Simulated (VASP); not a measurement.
# Cs (Im-3m) in VASP: further runs, part 2 of 2

VASP 6.6.1. The steps go on from the part before.

## (3) Single point, LDA

This run uses another cell than the first one, of 127.38 Å³/atom, 1.020 times its volume.

INCAR reads:

```
  ALGO = Normal
  EDIFF = 1E-6
  ENCUT = 500
  GGA = CA
  GGA_COMPAT = F
  ISIF = 2
  ISMEAR = -1
  LASPH = T
  LCHARG = T
  LELF = T
  LREAL = F
  LVHAR = T
  LWAVE = F
  NBANDS = 10
  NELM = 120
  PREC = Accurate
  SIGMA = 0.05
```

KPOINTS reads:

```
k-points
0
Gamma
  6 6 6
```

POSCAR reads:

```
Cs
1.0
   -3.1696337965      3.1696337965      3.1696337965
    3.1696337965     -3.1696337965      3.1696337965
    3.1696337965      3.1696337965     -3.1696337965
Cs
1
Direct
    0.0000000000      0.0000000000      0.0000000000
```

Potentials or basis: VASP PAW LDA potentials, release 64 (Cs_sv).

Launch:

```bash
> cat potpaw_LDA.64/Cs_sv/POTCAR > POTCAR
> mpirun -np 1 vasp_std > vasp.out
```

OUTCAR:

```text
EDIFF = 1E-6
   ENCUT = 500
   GGA = CA
   ISIF = 2
   ISMEAR = -1
   LASPH = T
   LREAL = F
   NELM = 120
   PREC = Accurate

 ion  position               nearest neighbor table
   1  0.000  0.000  0.000-

  LATTYP: Found a body centered cubic cell.
 ALAT       =     6.3392675930

  Lattice vectors:

 A1 = (  -3.1696337965,   3.1696337965,   3.1696337965)
 A2 = (   3.1696337965,  -3.1696337965,   3.1696337965)
 A3 = (   3.1696337965,   3.1696337965,  -3.1696337965)

Analysis of symmetry for initial positions (statically):
=====================================================================
 Subroutine PRICEL returns:
 Original cell was already a primitive cell.

 Routine SETGRP: Setting up the symmetry group for a
 body centered cubic supercell.

 Subroutine GETGRP returns: Found 48 space group operations
 (whereof 48 operations were pure point group operations)
 out of a pool of 48 trial point group operations.

The static configuration has the point symmetry O_h .

Analysis of symmetry for dynamics (positions and initial velocities):
=====================================================================
 Subroutine PRICEL returns:
 Original cell was already a primitive cell.

 Routine SETGRP: Setting up the symmetry group for a
 body centered cubic supercell.

 Subroutine GETGRP returns: Found 48 space group operations
 (whereof 48 operations were pure point group operations)
 out of a pool of 48 trial point group operations.

The dynamic configuration has the point symmetry O_h .

 Subroutine INISYM returns: Found 48 space group operations
 (whereof 48 operations are pure point group operations),
 and found     1 'primitive' translations

----------------------------------------------------------------------------------------

                                     Primitive cell

  volume of cell :     127.3759

[... 98 lines left out ...]
  volume/ion in A,a.u.               =     127.38       859.57
  Fermi-wavevector in a.u.,A,eV,Ry     =   0.676799  1.278965  6.232248  0.458057
  Thomas-Fermi vector in A             =   1.754219
   LORBIT       =      0    0 simple, 1 ext, 2 COOP (PROOUT), +10 PAW based schemes
   GGA     = CA    functional components
   LHFCALC =     F    Hartree Fock is set to
   AEXX    =    0.0000 exact exchange contribution
   IVDW    =     0    specifies the selected vdW correction
   LEPSILON=     F    determine dielectric tensor
   LRPA    =     F    only Hartree local field effects (RPA)
 non-spin polarized calculation
  energy-cutoff  :      500.00
  volume of cell :      127.38
 maximum number of plane-waves:      3300
   NGX = 19   NGY = 19   NGZ = 19

 number of electron       8.9999997 magnetization

 Free energy of the ion-electron system (eV)
  ---------------------------------------------------
  ext. energy  EPLUGINS =         0.00000000
  ---------------------------------------------------
  free energy    TOTEN  =        -0.93748832 eV

  energy without entropy =       -0.91941710  energy(sigma->0) =       -0.92845271

 E-fermi :   0.0538     XC(G=0):  -5.2877

 val. band max:       -0.0680013266   @ k =   0.1667   0.1667   0.1667
 cond. band min:       0.0710877707   @ k =   0.3333   0.1667   0.0000
 fundamental gap:      0.1390890973
 Fermi energy:         0.0538497648

 k-point     1 :       0.0000    0.0000    0.0000
  band No.  band energies     occupation
      1     -23.8421      2.00000
      2     -10.5900      2.00000
      3     -10.5900      2.00000
      4     -10.5900      2.00000
      5      -1.5284      2.00000
      6       2.4030      0.00000
      7       2.4030      0.00000
      8       2.4030      0.00000
      9       3.2217      0.00000
     10       3.2217      0.00000
[... 183 lines left out ...]
 k-point    16 :       0.5000    0.5000    0.5000
  band No.  band energies     occupation
      1     -23.8348      2.00000
      2     -10.6617      2.00000
      3     -10.6617      2.00000
      4     -10.6617      2.00000
      5       0.8013      0.00000
      6       0.8013      0.00000
      7       2.8212      0.00000
      8       2.8212      0.00000
      9       2.8212      0.00000
     10       3.8400      0.00000

------------------------ aborting loop because EDIFF is reached ----------------------------------------

  FORCE on cell =-STRESS in cart. coord.  units (eV):
  Direction    XX          YY          ZZ          XY          YZ          ZX
  --------------------------------------------------------------------------------------
  -------------------------------------------------------------------------------------
  Total       -0.3477475     -0.3477475     -0.3477475      0.0000000      0.0000000      0.0000000
  in kB       -4.3740867     -4.3740867     -4.3740867      0.0000000      0.0000000      0.0000000
  external PRESSURE =      -4.3740867 kB  Pullay stress =       0.0000000 kB

 VOLUME and BASIS-vectors are now :
 -----------------------------------------------------------------------------
  energy-cutoff  :      500.00
  volume of cell :      127.38
      direct lattice vectors                 reciprocal lattice vectors
    -3.169633796  3.169633796  3.169633796     0.000000000  0.157746930  0.157746930
     3.169633796 -3.169633796  3.169633796     0.157746930  0.000000000  0.157746930
     3.169633796  3.169633796 -3.169633796     0.157746930  0.157746930  0.000000000

 POSITION                                       TOTAL-FORCE (eV/Angst)
 -----------------------------------------------------------------------------------
      0.00000      0.00000      0.00000        -0.000000      0.000000     -0.000000
 -----------------------------------------------------------------------------------
    total drift:                                0.000000      0.000000     -0.000000

  FREE ENERGIE OF THE ION-ELECTRON SYSTEM (eV)
  ---------------------------------------------------
  free  energy   TOTEN  =        -0.9374883239 eV

  energy  without entropy=       -0.9194171016  energy(sigma->0) =       -0.92845271
```

OSZICAR:

```text
N       E                     dE             d eps       ncg     rms          rms(c)
DAV:   1     0.517035545111E+02    0.51704E+02   -0.28613E+03   320   0.604E+02
DAV:   2     0.481295324721E+01   -0.46891E+02   -0.45835E+02   414   0.107E+02
DAV:   3    -0.838207448712E+00   -0.56512E+01   -0.56465E+01   374   0.407E+01
DAV:   4    -0.936531383026E+00   -0.98324E-01   -0.98313E-01   424   0.625E+00
DAV:   5    -0.937215184096E+00   -0.68380E-03   -0.68378E-03   452   0.480E-01    0.125E-01
DAV:   6    -0.937134625093E+00    0.80559E-04   -0.10488E-03   414   0.144E-01    0.849E-02
DAV:   7    -0.937454766905E+00   -0.32014E-03   -0.24676E-03   424   0.220E-01    0.326E-02
DAV:   8    -0.937487344378E+00   -0.32577E-04   -0.77830E-05   354   0.514E-02    0.388E-03
DAV:   9    -0.937488323927E+00   -0.97955E-06   -0.14641E-06   456   0.634E-03
   1 F= -.93748832E+00 E0= -.92845271E+00  d E =-.180712E-01
```

stdout:

```text
POSCAR found type information on POSCAR Cs
 POSCAR found :  1 types and       1 ions
 scaLAPACK will be used
 LDA part: xc-table for (Slater(with rela. corr.)+CA(PZ))
 , standard interpolation
 POSCAR, INCAR and KPOINTS ok, starting setup
 FFT: planning ... GRIDC
 FFT: planning ... GRID_SOFT
 FFT: planning ... GRID
 WAVECAR not read
 entering main loop
```

Run time: 28 s. Hardware: 1 thread of AMD EPYC 7R13, shared host; peak memory 0.15 GiB.

Results:

```
Free energy : -0.9375 eV
Pressure    : -0.4 GPa
```

Caveat: spin-orbit coupling is left out, which moves the levels of the heavy elements.

## (4) Single point, LDA

This run uses another cell than the first one, of 129.83 Å³/atom, 1.039 times its volume.

INCAR reads:

```
SYSTEM = Cs
ALGO = Normal ; EDIFF = 1E-6
ENCUT = 500 ; GGA_COMPAT = .FALSE.
ISIF = 2 ; ISMEAR = -1
LASPH = .TRUE. ; LCHARG = .FALSE.
LREAL = .FALSE. ; LWAVE = .FALSE.
NBANDS = 10 ; NELM = 120
PREC = Accurate ; SIGMA = 0.05
```

KPOINTS reads:

```
k-points
0
G
  6 6 6
  0 0 0
```

POSCAR reads:

```
Cs
1.0
   -3.1898230911      3.1898230911      3.1898230911
    3.1898230911     -3.1898230911      3.1898230911
    3.1898230911      3.1898230911     -3.1898230911
Cs
1
Direct
    0.0000000000      0.0000000000      0.0000000000
```

Launch:

```bash
> cat potpaw_LDA.64/Cs_sv/POTCAR > POTCAR
> mpirun -np 1 vasp_std > vasp.out
```

Wall time 21 s (1 thread of AMD EPYC 7R13, shared host); peak memory 0.15 GiB.

Results (log left out):

| Item | Value |
| --- | --- |
| Free energy | -0.9309 eV |
| Pressure | -0.5 GPa |

Levels at points of the mesh, in eV from the Fermi level:
| k point | band 2 | band 3 | band 4 | band 5 | band 6 | band 7 |
| --- | --- | --- | --- | --- | --- | --- |
| (0.00, 0.00, 0.00) | -10.66 | -10.66 | -10.66 | -1.56 | 2.34 | 2.34 |
| (0.50, 0.00, 0.00) | -10.75 | -10.69 | -10.66 | 0.05 | 0.82 | 1.60 |
| (0.50, 0.50, 0.50) | -10.73 | -10.73 | -10.73 | 0.76 | 0.76 | 2.72 |

Caveat: spin-orbit coupling is left out, which moves the levels of the heavy elements.

## (5) Overview

```csv
cell,gap on the mesh (eV),pressure (GPa)
"a = 5.455 Å, angles 109.5°, 1 atom",none,-0.4
"a = 5.490 Å, angles 109.5°, 1 atom",none,-0.4
"a = 5.525 Å, angles 109.5°, 1 atom",none,-0.5
```

Alike in all rows: task single point; level LDA; potentials or basis VASP PAW LDA potentials, release 64 (Cs_sv); no spin polarisation; k mesh 6 × 6 × 6; cutoff (eV) 500; smearing fermi-dirac 0.05 eV.

Caveats: spin-orbit coupling is left out, which moves the levels of the heavy elements.

Absolute energies hang on the potentials; compare differences alone.
